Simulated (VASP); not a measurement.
Here is a VASP 6.6.1 calculation.

The input INCAR:

```
SYSTEM = BAs
PREC = Accurate ; ENCUT = 520
EDIFF = 1E-6 ; ISMEAR = 0
SIGMA = 0.05 ; LREAL = .False.
LASPH = .True. ; NELM = 80
ALGO = Normal ; ISIF = 2
LWAVE = .False. ; LCHARG = .False.
GGA = PE ; NBANDS = 11
```

Contents of KPOINTS:

```
Automatic mesh
0
Gamma
  12 12 12
  0 0 0
```

POSCAR

```
BAs
1.0
    0.0000000000      2.0865469400      3.1298204100
    2.0865469400      0.0000000000      3.1298204100
    2.0865469400      2.0865469400      0.0000000000
B As
1 1
Direct
    0.0000000000      0.0000000000      0.0000000000
    0.7500000000      0.7500000000      0.7500000000
```

Potentials or basis: VASP PAW PBE potentials, release 64 (B, As).

Run with:

```console
$ cat potpaw_PBE.64/B/POTCAR potpaw_PBE.64/As/POTCAR > POTCAR
$ mpirun -np 1 vasp_std > vasp.out
```

Q: What does it give for the pressure?

A: 4.3 GPa.

Q: What does it give for the band gap on the k mesh?

A: Zero (band 4 reaches 8.15 eV, above the bottom of band 5 at 5.80 eV).

Stress tensor (GPa, compression positive):
```
 24.58   0.00   0.00
  0.00  24.58   0.00
  0.00   0.00 -36.31
```
